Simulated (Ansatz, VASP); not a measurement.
**CdS in VASP and in Ansatz**

```
Cd S
1.0
     0.00000    3.02739    3.02739
     3.02739    0.00000    3.02739
     3.02739    3.02739    0.00000
Cd S
1 1
Cartesian
  0.0000 0.0000 0.0000
  1.5137 1.5137 1.5137
```

Change from the starting cell: hydrostatic strain +3.0%.

Alike in both runs: task single point; functional HSE06; k mesh 6 × 6 × 6; no spin polarisation.

|  | VASP | Ansatz |
| --- | --- | --- |
| version | VASP 6.6.1 | Ansatz 0.2.0 |
| potentials or method | VASP PAW PBE potentials, release 64 (Cd, S) | plane waves, PAW |
| plane-wave cutoff (eV) | 520 | 420 |
| occupations | gaussian, width 0.01 eV | fixed |
| valence electrons in the cell | 18 | 26 |

```csv
,VASP,Ansatz,Ansatz less VASP
gap on the k mesh at the Fermi level (eV),1.88,1.88,+0.001
pressure (GPa),-4.0,-4.2,-0.20
```

VASP's potentials hold 18 valence electrons a cell and Ansatz's 26, so a difference there can come from the potentials and not from the codes. Ansatz's warnings: stress exchange threshold loose, stress scf threshold loose.
